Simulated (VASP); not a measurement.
A run of VASP 6.6.1:

Contents of INCAR:

```
  PREC = Accurate
  ENCUT = 520
  EDIFF = 1E-6
  ISMEAR = -1
  SIGMA = 0.02
  LREAL = F
  LASPH = T
  NELM = 60
  ALGO = Normal
  ISIF = 2
  LWAVE = F
  LCHARG = F
  GGA = PE
  NBANDS = 14
```

KPOINTS

```
regular mesh
0
Gamma
  8 8 8
```

POSCAR

```
NaCl
1.0
    0.0000000000      3.0872727782      3.1746425978
    3.0872727782      0.0000000000      3.1746425978
    3.0872727782      3.0872727782      0.0000000000
Na Cl
1 1
Direct
    0.0000000000      0.0000000000      0.0000000000
    0.2500000000      0.2500000000      0.2500000000
```

Potentials or basis: VASP PAW PBE potentials, release 64 (Na_pv, Cl).

Run with:

```sh
$ cat potpaw_PBE.64/Na_pv/POTCAR potpaw_PBE.64/Cl/POTCAR > POTCAR
$ mpirun -np 1 vasp_std > vasp.out
```

Hardware: 1 thread of Intel Xeon 6975P-C, with other jobs on the host.

Task: How long does it take, and how much memory?

Result: Wall time 100 s on 1 thread of Intel Xeon 6975P-C, with other jobs on the host, peak memory 0.21 GiB. Counts: scf iterations 14, k points 59.
